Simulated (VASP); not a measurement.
Input of a VASP 6.6.1 run:

File INCAR:

```
SYSTEM = BiP
PREC = Accurate
ENCUT = 520
EDIFF = 1E-8
ISMEAR = -1
SIGMA = 0.05
LREAL = .False.
LASPH = .True.
NELM = 80
ALGO = Normal
ISIF = 2
LWAVE = .False.
LCHARG = .False.
GGA = PE
LEFG = .True.
NBANDS = 17
```

File KPOINTS:

```
regular mesh
0
Gamma
  12 12 12
  0 0 0
```

Contents of POSCAR:

```
BiP
1.0
    0.0000000000      2.8843609856      2.8843609856
    2.8843609856      0.0000000000      2.8843609856
    2.8843609856      2.8843609856      0.0000000000
Bi P
1 1
Direct
    0.0000000000      0.0000000000      0.0000000000
    0.5000000000      0.5000000000      0.5000000000
```

Potentials or basis: VASP PAW PBE potentials, release 64 (Bi_d, P).

The run is started by

```console
$ cat potpaw_PBE.64/Bi_d/POTCAR potpaw_PBE.64/P/POTCAR > POTCAR
$ mpirun -np 1 vasp_std > vasp.out
```

Problem. What does it give for the pressure?

Solution. 3.2 GPa.

Caveat: the cell stands under pressure.
